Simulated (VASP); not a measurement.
# Zr3SeS2 (P6/mmm) in VASP: further runs

Runs on Zr3SeS2. Level: PBE. Tasks: single point, relaxation of cell and atoms.

All numbers are computed with VASP 6.6.1; they aren't measurements. Logs are shortened: lines on timing, memory, paths and dates and some standing lists are left out, and cuts for length are marked.

## (1) The cell of the first run

It takes space group P6/mmm (No. 191, hexagonal). Conventional cell: a = 8.291 Å, b = 8.291 Å, c = 3.095 Å, α = 90.00°, β = 90.00°, γ = 120.00°. Within 3.2 Å of Zr (site symmetry mmm) lie 2 S at 2.39 Å and 2 Zr at 3.10 Å. Se (site symmetry 6/mmm) has 2 Se at 3.10 Å and 6 Zr at 4.15 Å within 4.2 Å. S (site symmetry -6m2) has 3 Zr at 2.39 Å and 2 S at 3.10 Å within 3.2 Å.

The cell was generated, and may not be a known phase.

## (2) Single point, PBE

File INCAR:

```
PREC = Accurate
ENCUT = 520
EDIFF = 1E-7
ISMEAR = 0
SIGMA = 0.1
LREAL = False
LASPH = True
NELM = 100
ALGO = Normal
ISIF = 2
LWAVE = False
LCHARG = False
GGA = PE
NBANDS = 36
```

File KPOINTS:

```
Automatic mesh
0
Gamma
  6 6 12
```

File POSCAR:

```
Zr3SeS2
1.0
    8.2907503878      0.0000000000      0.0000000000
   -4.1453751939      7.1800004523      0.0000000000
    0.0000000000      0.0000000000      3.0954692123
Zr Se S
3 1 2
Direct
    0.5000000000      0.0000000000      0.5000000000
    0.0000000000      0.5000000000      0.5000000000
    0.5000000000      0.5000000000      0.5000000000
    0.0000000000      0.0000000000      0.5000000000
    0.3333333333      0.6666666667      0.5000000000
    0.6666666667      0.3333333333      0.5000000000
```

Potentials or basis: VASP PAW PBE potentials, release 64 (Zr_sv, Se, S).

Command:

```sh
> cat potpaw_PBE.64/Zr_sv/POTCAR potpaw_PBE.64/Se/POTCAR potpaw_PBE.64/S/POTCAR > POTCAR
> mpirun -np 1 vasp_std > vasp.out
```

OUTCAR:

```text
PREC = Accurate
   ENCUT = 520
   EDIFF = 1E-7
   ISMEAR = 0
   LREAL = False
   LASPH = True
   NELM = 100
   ISIF = 2
   GGA = PE

 ion  position               nearest neighbor table
   1  0.500  0.000  0.500-   5 2.39   6 2.39
   2  0.000  0.500  0.500-   5 2.39   6 2.39
   3  0.500  0.500  0.500-   5 2.39   6 2.39
   4  0.000  0.000  0.500-
   5  0.333  0.667  0.500-   2 2.39   1 2.39   3 2.39
   6  0.667  0.333  0.500-   2 2.39   1 2.39   3 2.39

  LATTYP: Found a hexagonal cell.
 ALAT       =     8.2907503878
 C/A-ratio  =     0.3733641791

  Lattice vectors:

 A1 = (   8.2907503878,   0.0000000000,   0.0000000000)
 A2 = (  -4.1453751939,   7.1800004523,   0.0000000000)
 A3 = (   0.0000000000,   0.0000000000,   3.0954692123)

Analysis of symmetry for initial positions (statically):
=====================================================================
 Subroutine PRICEL returns:
 Original cell was already a primitive cell.

 Routine SETGRP: Setting up the symmetry group for a
 hexagonal supercell.

 Subroutine GETGRP returns: Found 24 space group operations
 (whereof 24 operations were pure point group operations)
 out of a pool of 24 trial point group operations.

The static configuration has the point symmetry D_6h.

Analysis of symmetry for dynamics (positions and initial velocities):
=====================================================================
 Subroutine PRICEL returns:
 Original cell was already a primitive cell.

 Routine SETGRP: Setting up the symmetry group for a
 hexagonal supercell.

 Subroutine GETGRP returns: Found 24 space group operations
 (whereof 24 operations were pure point group operations)
 out of a pool of 24 trial point group operations.

The dynamic configuration has the point symmetry D_6h.

 Subroutine INISYM returns: Found 24 space group operations
 (whereof 24 operations are pure point group operations),
 and found     1 'primitive' translations

----------------------------------------------------------------------------------------

                                     Primitive cell

  volume of cell :     184.2658

  direct lattice vectors                    reciprocal lattice vectors
     8.290750388  0.000000000  0.000000000     0.120616344  0.069637879  0.000000000
    -4.145375194  7.180000452  0.000000000     0.000000000  0.139275757  0.000000000
     0.000000000  0.000000000  3.095469212     0.000000000  0.000000000  0.323052801

  length of vectors
     8.290750388  8.290750388  3.095469212     0.139275757  0.139275757  0.323052801

  position of ions in fractional coordinates (direct lattice)
     0.500000000  0.000000000  0.500000000
     0.000000000  0.500000000  0.500000000
     0.500000000  0.500000000  0.500000000
     0.000000000  0.000000000  0.500000000
     0.333333333  0.666666667  0.500000000
     0.666666667  0.333333333  0.500000000

  ion indices of the primitive-cell ions
   primitive index   ion index
                 1           1
                 2           2
                 3           3
                 4           4
                 5           5
                 6           6

----------------------------------------------------------------------------------------

 KPOINTS: Automatic mesh

Automatic generation of k-mesh.
 Grid dimensions read from file:
 generate k-points for:    6    6   12

 Generating k-lattice:

  Cartesian coordinates                     Fractional coordinates (reciprocal lattice)
     0.020102724  0.011606313  0.000000000     0.166666667  0.000000000  0.000000000
     0.000000000  0.023212626  0.000000000     0.000000000  0.166666667  0.000000000
     0.000000000  0.000000000  0.026921067     0.000000000  0.000000000  0.083333333

  Length of vectors
     0.023212626  0.023212626  0.026921067

  Shift w.r.t. Gamma in fractional coordinates (k-lattice)
     0.000000000  0.000000000  0.000000000

 Subroutine IBZKPT returns following result:
 ===========================================

 Found     49 irreducible k-points:

 Following reciprocal coordinates:
            Coordinates               Weight
  0.000000  0.000000  0.000000      1.000000
  0.166667  0.000000  0.000000      6.000000
  0.333333  0.000000  0.000000      6.000000
  0.500000  0.000000  0.000000      3.000000
  0.166667  0.166667  0.000000      6.000000
  0.333333  0.166667  0.000000     12.000000
[... 16 lines left out ...]
  0.166667  0.000000  0.250000     12.000000
  0.333333  0.000000  0.250000     12.000000
 [... further k-points ...]
   k-points           NKPTS =     49   k-points in BZ     NKDIM =     49   number of bands    NBANDS=     36
   number of dos      NEDOS =    301   number of ions     NIONS =      6
   total plane-waves  NPLWV =  98304
   dimension x,y,z NGX =    64 NGY =   64 NGZ =   24
   dimension x,y,z NGXF=   128 NGYF=  128 NGZF=   48
   ions per type =               3   1   2
   NGX,Y,Z   is equivalent  to a cutoff of  12.83, 12.83, 12.89 a.u.
   NGXF,Y,Z  is equivalent  to a cutoff of  25.67, 25.67, 25.78 a.u.
 SYSTEM =  unknown system
   PREC   = accura    normal or accurate (medium, high low for compatibility)
   ISTART =      0    job   : 0-new  1-cont  2-samecut
   ICHARG =      2    charge: 1-file 2-atom 10-const
   ISPIN  =      1    spin polarized calculation?
   LNONCOLLINEAR =      F non collinear calculations
   LSORBIT =      F    spin-orbit coupling
   LASPH  =      T    aspherical Exc in radial PAW
   ENCUT  =  520.0 eV  38.22 Ry    6.18 a.u.  15.42 15.42  5.76*2*pi/ulx,y,z
   NELM   =    100;   NELMIN=  2; NELMDL= -5     # of ELM steps
   EDIFF  = 0.1E-06   stopping-criterion for ELM
   LREAL  =      F    real-space projection
   EDIFFG = 0.1E-05   stopping-criterion for IOM
   NSW    =      0    number of steps for IOM
   IBRION =     -1    ionic relax: 0-MD 1-quasi-New 2-CG
   NFREE  =      0    steps in history (QN), initial steepest desc. (CG)
   ISIF   =      2    stress and relaxation
   ISYM   =      2    0-nonsym 1-usesym 2-fastsym
   POTIM  = 0.5000    time-step for ionic-motion
   TEBEG  =    0.0;   TEEND  =   0.0 temperature during run
   PSTRESS=    0.0 pullay stress
   NELECT =      54.0000    total number of electrons
   NUPDOWN=      -1.0000    fix difference up-down
   EMIN   =  10.00;   EMAX   =-10.00  energy-range for DOS
   EFERMI =   0.00;   METHOD = LEGACY
   ISMEAR =     0;   SIGMA  =   0.10  broadening in eV -4-tet -1-fermi 0-gaus
   EFERMI_NEDOS =   21; number of points for ismear=-14 and -15
   IALGO  =     38    algorithm
   IMIX   =      4    mixing-type and parameters
     AMIX     =   0.40;   BMIX     =  1.00
     AMIX_MAG =   1.60;   BMIX_MAG =  1.00
  volume/ion in A,a.u.               =      30.71       207.25
  Fermi-wavevector in a.u.,A,eV,Ry     =   1.087405  2.054897 16.088191  1.182449
  Thomas-Fermi vector in A             =   2.223563
   LORBIT       =      0    0 simple, 1 ext, 2 COOP (PROOUT), +10 PAW based schemes
   GGA     = PE    functional components
   LHFCALC =     F    Hartree Fock is set to
   AEXX    =    0.0000 exact exchange contribution
   IVDW    =     0    specifies the selected vdW correction
   LEPSILON=     F    determine dielectric tensor
   LRPA    =     F    only Hartree local field effects (RPA)
 non-spin polarized calculation
 Gauss-broadening in eV      SIGMA  =   0.10
  energy-cutoff  :      520.00
  volume of cell :      184.27
 maximum number of plane-waves:      5015
 NGX is ok and might be reduce to    64
   NGX = 31   NGY = 31   NGZ = 11

 number of electron      54.0000000 magnetization

 Free energy of the ion-electron system (eV)
  ---------------------------------------------------
  ext. energy  EPLUGINS =         0.00000000
  ---------------------------------------------------
  free energy    TOTEN  =       -35.79894642 eV

  energy without entropy =      -35.75707824  energy(sigma->0) =      -35.77801233

 E-fermi :   4.1750     XC(G=0):  -8.7552

 val. band max:        4.1699388895   @ k =   0.3333   0.0000   0.4167
 cond. band min:       4.1782515429   @ k =   0.1667   0.0000   0.4167
 fundamental gap:      0.0083126535
 Fermi energy:         4.1750371163

 k-point     1 :       0.0000    0.0000    0.0000
  band No.  band energies     occupation
      1     -45.4390      2.00000
      2     -45.4352      2.00000
      3     -45.4352      2.00000
      4     -23.7416      2.00000
      5     -23.6512      2.00000
      6     -23.6512      2.00000
[... 28 lines left out ...]
     35       6.5192      0.00000
     36       6.9951      0.00000

 k-point     2 :       0.1667    0.0000    0.0000
  band No.  band energies     occupation
      1     -45.4387      2.00000
      2     -45.4354      2.00000
      3     -45.4352      2.00000
      4     -23.7337      2.00000
      5     -23.6512      2.00000
      6     -23.6490      2.00000
[... 28 lines left out ...]
     35       6.6590      0.00000
     36       7.0208      0.00000

 k-point     3 :       0.3333    0.0000    0.0000
  band No.  band energies     occupation
      1     -45.4382      2.00000
      2     -45.4360      2.00000
      3     -45.4352      2.00000
      4     -23.7137      2.00000
      5     -23.6511      2.00000
      6     -23.6434      2.00000
[... 28 lines left out ...]
     35       6.5577      0.00000
     36       6.8844      0.00000

 k-point     4 :       0.5000    0.0000    0.0000
  band No.  band energies     occupation
      1     -45.4377      2.00000
      2     -45.4365      2.00000
      3     -45.4352      2.00000
      4     -23.6987      2.00000
      5     -23.6507      2.00000
      6     -23.6413      2.00000
[... 28 lines left out ...]
     35       6.5724      0.00000
     36       6.9284      0.00000

 k-point     5 :       0.1667    0.1667    0.0000
  band No.  band energies     occupation
      1     -45.4383      2.00000
      2     -45.4358      2.00000
      3     -45.4352      2.00000
      4     -23.7194      2.00000
      5     -23.6517      2.00000
      6     -23.6448      2.00000
[... 655 lines left out ...]
 k-point    22 :       0.0000    0.0000    0.2500
  band No.  band energies     occupation
      1     -45.4059      2.00000
      2     -45.4023      2.00000
      3     -45.4023      2.00000
      4     -23.6979      2.00000
      5     -23.6148      2.00000
      6     -23.6148      2.00000
[... 28 lines left out ...]
     35       5.1990      0.00000
     36       5.8928      0.00000

 k-point    23 :       0.1667    0.0000    0.2500
  band No.  band energies     occupation
      1     -45.4057      2.00000
      2     -45.4025      2.00000
      3     -45.4023      2.00000
      4     -23.6904      2.00000
      5     -23.6147      2.00000
      6     -23.6128      2.00000
[... 28 lines left out ...]
     35       5.3223      0.00000
     36       5.8353      0.00000

 k-point    24 :       0.3333    0.0000    0.2500
  band No.  band energies     occupation
      1     -45.4051      2.00000
      2     -45.4030      2.00000
      3     -45.4023      2.00000
      4     -23.6714      2.00000
      5     -23.6142      2.00000
      6     -23.6075      2.00000
[... 28 lines left out ...]
     35       5.6541      0.00000
     36       5.7590      0.00000

 [... further k-points ...]
[... 5 lines left out ...]
  --------------------------------------------------------------------------------------
  -------------------------------------------------------------------------------------
  Total       -0.0052872     -0.0052872     -0.0624890      0.0000000      0.0000000      0.0000000
  in kB       -0.0459717     -0.0459717     -0.5433369      0.0000000      0.0000000      0.0000000
  external PRESSURE =      -0.2117601 kB  Pullay stress =       0.0000000 kB

 VOLUME and BASIS-vectors are now :
 -----------------------------------------------------------------------------
  energy-cutoff  :      520.00
  volume of cell :      184.27
      direct lattice vectors                 reciprocal lattice vectors
     8.290750388  0.000000000  0.000000000     0.120616344  0.069637879  0.000000000
    -4.145375194  7.180000452  0.000000000     0.000000000  0.139275757  0.000000000
     0.000000000  0.000000000  3.095469212     0.000000000  0.000000000  0.323052801

 POSITION                                       TOTAL-FORCE (eV/Angst)
 -----------------------------------------------------------------------------------
      4.14538      0.00000      1.54773         0.000000      0.000000      0.000000
     -2.07269      3.59000      1.54773         0.000000      0.000000      0.000000
      2.07269      3.59000      1.54773         0.000000      0.000000      0.000000
      0.00000      0.00000      1.54773         0.000000      0.000000      0.000000
     -0.00000      4.78667      1.54773        -0.000000     -0.000000      0.000000
      4.14538      2.39333      1.54773         0.000000      0.000000     -0.000000
 -----------------------------------------------------------------------------------
    total drift:                               -0.000000      0.000000     -0.000000

  FREE ENERGIE OF THE ION-ELECTRON SYSTEM (eV)
  ---------------------------------------------------
  free  energy   TOTEN  =       -35.7989464163 eV

  energy  without entropy=      -35.7570782376  energy(sigma->0) =      -35.77801233
```

It took 3 min on 1 thread of Intel Xeon 6975P-C (Granite Rapids), shared host; peak memory 0.48 GiB.

Results:

```
Free energy            : -35.7989 eV
Pressure               : 0.0 GPa
Band gap on the k mesh : zero (bands 27 and 28 overlap by 0.80 eV)
```

## (3) Relaxation of cell and atoms, PBE

This run uses another cell than the first one, of 31.56 Å³/atom.

File INCAR:

```
SYSTEM = Zr3SeS2
  ALGO = Normal
  EDIFF = 1E-7
  EDIFFG = -0.04
  ENCUT = 600
  GGA = PE
  IBRION = 2
  ISIF = 3
  ISMEAR = 0
  LASPH = .TRUE.
  LCHARG = .FALSE.
  LREAL = .FALSE.
  LWAVE = .FALSE.
  NELM = 80
  NSW = 90
  PREC = Accurate
  SIGMA = 0.1
```

File KPOINTS:

```
k-points
0
G
  3 3 6
  0 0 0
```

POSCAR, as its differences from that of step 2:

```diff
@@ -2,5 +2,5 @@
 1.0
-    8.2907503878      0.0000000000      0.0000000000
-   -4.1453751939      7.1800004523      0.0000000000
-    0.0000000000      0.0000000000      3.0954692123
+    8.2642904074      0.0000000000      0.0000000000
+   -4.1321452037      7.1570854371      0.0000000000
+    0.0000000000      0.0000000000      3.2011869706
 Zr Se S
```

Potentials or basis: VASP PAW PBE potentials, release 64 (Zr_sv, Se, S).

Command:

```sh
> cat potpaw_PBE.64/Zr_sv/POTCAR potpaw_PBE.64/Se/POTCAR potpaw_PBE.64/S/POTCAR > POTCAR
> mpirun -np 1 vasp_std > vasp.out
```

Run time: 3.1 min. Hardware: 1 thread of Intel Xeon 6975P-C (Granite Rapids), shared host; peak memory 0.44 GiB.

Results (log left out):

* Free energy: -35.8093 eV
* Relaxed volume: 30.89 Å³/atom
* Relaxed cell: a = 8.283 Å, b = 8.283 Å, c = 3.120 Å, α = 90.00°, β = 90.00°, γ = 120.00°
* Space group after relaxing (to 0.1 Å): P6/mmm (No. 191)
* Energy gained by relaxing: 5.3 meV/atom
* Ionic steps: 3
* Pressure after relaxing: 0.1 GPa
* Band gap on the k mesh: zero (bands 27 and 28 overlap by 0.66 eV)

Stress tensor (GPa, compression positive):
```
 0.13  0.00  0.00
 0.00  0.13  0.00
 0.00  0.00 -0.01
```

Step by step:
```csv
step,energy change (eV),largest force (eV/Å),pressure (GPa),volume (Å³)
1,0.0000,0.0000,-0.53,189.34
2,-0.0289,0.0000,-0.10,186.45
3,-0.0316,0.0000,0.08,185.36
```

Final structure:
```
CELL_PARAMETERS angstrom
8.28276 0.00000 0.00000
-4.14138 7.17308 0.00000
0.00000 0.00000 3.11994
ATOMIC_POSITIONS crystal
Zr 0.50000 0.00000 0.50000
Zr 0.00000 0.50000 0.50000
Zr 0.50000 0.50000 0.50000
Se 0.00000 0.00000 0.50000
S 0.33333 0.66667 0.50000
S 0.66667 0.33333 0.50000
```

Levels at points of the mesh, in eV from the Fermi level:
| k point | band 25 | band 26 | band 27 | band 28 | band 29 | band 30 | band 31 | band 32 |
| --- | --- | --- | --- | --- | --- | --- | --- | --- |
| (0.00, 0.00, 0.00) | -1.60 | -0.54 | -0.52 | -0.52 | -0.44 | 1.34 | 1.34 | 1.56 |
| (0.00, 0.00, 0.50) | -0.77 | -0.77 | -0.21 | -0.21 | 0.00 | 0.21 | 0.21 | 0.75 |
